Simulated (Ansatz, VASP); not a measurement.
## Zn in VASP and in Ansatz

INCAR

```
SYSTEM = Zn
  PREC = Accurate
  ENCUT = 600
  EDIFF = 1E-6
  ISMEAR = -1
  SIGMA = 0.05
  LREAL = .FALSE.
  LASPH = .TRUE.
  NELM = 80
  ALGO = Normal
  ISIF = 3
  LWAVE = .FALSE.
  LCHARG = .FALSE.
  GGA = PS
  IVDW = 13
  IBRION = 2
  NSW = 60
  EDIFFG = -0.01
```

File KPOINTS:

```
Automatic mesh
0
G
  12 12 12
  0 0 0
```

Contents of POSCAR:

```
Zn
1.0
   -1.5690370000      1.5690370000      1.5690370000
    1.5690370000     -1.5690370000      1.5690370000
    1.5690370000      1.5690370000     -1.5690370000
Zn
1
Direct
    0.0000000000      0.0000000000      0.0000000000
```

input.yaml

```yaml
crystal:
  lattice:
    - [-1.569037, 1.569037, 1.569037]
    - [1.569037, -1.569037, 1.569037]
    - [1.569037, 1.569037, -1.569037]
  atoms:
    - { symbol: Zn, position: [0.0, 0.0, 0.0] }
hamiltonian:
  xc: pbesol
  pseudopotentials: { kind: paw }
  dispersion: d4
kpoints:
  mp_grid: { grid: [12, 12, 12] }
scf:
  occupations: { method: fermi_dirac, width: 0.05 }
output:
  forces: true
  stress: true
  eigenvalues: true
  write_density: true
  write_potential: true
  elf: true
  volumetric_format: npy
relax:
  f_tol: 0.01
  max_steps: 40
  cell: { stress_tol: 0.05 }
```

Alike in both runs: task relaxation of cell and atoms; functional PBEsol; dispersion D4; k mesh 12 × 12 × 12; occupations fermi-dirac, width 0.05 eV; no spin polarisation.

|  | VASP | Ansatz |
| --- | --- | --- |
| version | VASP 6.6.1 | Ansatz 0.2.0 |
| potentials or method | VASP PAW PBE potentials, release 64 (Zn) | Ansatz PAW |
| plane-wave cutoff (eV) | 600 | 420 |
| valence electrons in the cell | 12 | 12 |

Ansatz gave:

```
gap on the k mesh at the Fermi level, each at its own relaxed structure (eV) : none
relaxed volume (Å³/atom)                                                     : 13.92
relaxed cell length with the largest relative difference (Å)                 : 2.625
```

Q: What did VASP give for the same quantities?

A: gap on the k mesh at the Fermi level, each at its own relaxed structure (eV): none; relaxed volume (Å³/atom): 13.99; relaxed cell length with the largest relative difference (Å): 2.629.

VASP's potentials were made for PBE, not for PBEsol. A gap of «none» marks a metal or a gap that the smearing closes.

Noted on Ansatz's run: the plane-wave basis is chosen anew once the cell has moved, so the energies of steps on either side of that aren't comparable.
